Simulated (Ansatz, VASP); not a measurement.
SnO in VASP and in Ansatz

```
CELL_PARAMETERS angstrom
3.83637 0.00000 0.00000
0.00000 3.83637 0.00000
0.00000 0.00000 30.63191
ATOMIC_POSITIONS crystal
Sn 0.50000 0.00000 0.46220
Sn 0.00000 0.50000 0.53780
O 0.00000 0.00000 0.50000
O 0.50000 0.50000 0.50000
```

Alike in both runs: task single point; functional PBE; dispersion D3(BJ); k mesh 6 × 6 × 1; occupations gaussian, width 0.1 eV; no spin polarisation.

```csv
,VASP,Ansatz
version,VASP 6.6.1,Ansatz 0.2.0
potentials or method,"VASP PAW PBE potentials, release 64 (Sn_d, O_h), cutoff 910 eV","scalar-relativistic, plane waves, PAW"
valence electrons in the cell,40,40
```

|  | VASP | Ansatz | Ansatz less VASP |
| --- | --- | --- | --- |
| gap on the k mesh at the Fermi level (eV) | 2.97 | 3.04 | +0.066 |
| least direct gap on the mesh (eV) | 3.01 | 3.07 | +0.064 |
| rms of the force components (eV/Å) | 0.171 | 0.134 | -0.0377 |

Noted on VASP's run: the cutoff is short for stress, so the pressure is rough.
